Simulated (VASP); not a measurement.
Here is a VASP 6.6.1 calculation.

INCAR

```
PREC = Accurate ; ENCUT = 500
EDIFF = 1E-6 ; ISMEAR = 0
SIGMA = 0.1 ; LREAL = F
LASPH = T ; NELM = 120
ALGO = Normal ; ISIF = 2
LWAVE = F ; LCHARG = F
GGA = PE ; IVDW = 12
NBANDS = 13 ; GGA_COMPAT = F
```

Contents of KPOINTS:

```
Automatic mesh
0
Gamma
  14 14 14
```

POSCAR

```
Pb
1.0
    0.0000000000      2.4795026435      2.4795026435
    2.4795026435      0.0000000000      2.4795026435
    2.4795026435      2.4795026435      0.0000000000
Pb
1
Direct
    0.0000000000      0.0000000000      0.0000000000
```

Potentials or basis: VASP PAW PBE potentials, release 64 (Pb_d).

Launch:

```console
$ cat potpaw_PBE.64/Pb_d/POTCAR > POTCAR
$ mpirun -np 1 vasp_std > vasp.out
```

Question: What does it give for the pressure?

Answer: -0.1 GPa.

Question: Estimate the band gap on the k mesh.

Answer: Zero (bands 7 and 8 overlap by 8.92 eV).

Question: Estimate the dispersion energy per atom.

Answer: -0.407 eV.

Caveat: spin-orbit coupling is left out, which moves the levels of the heavy elements.
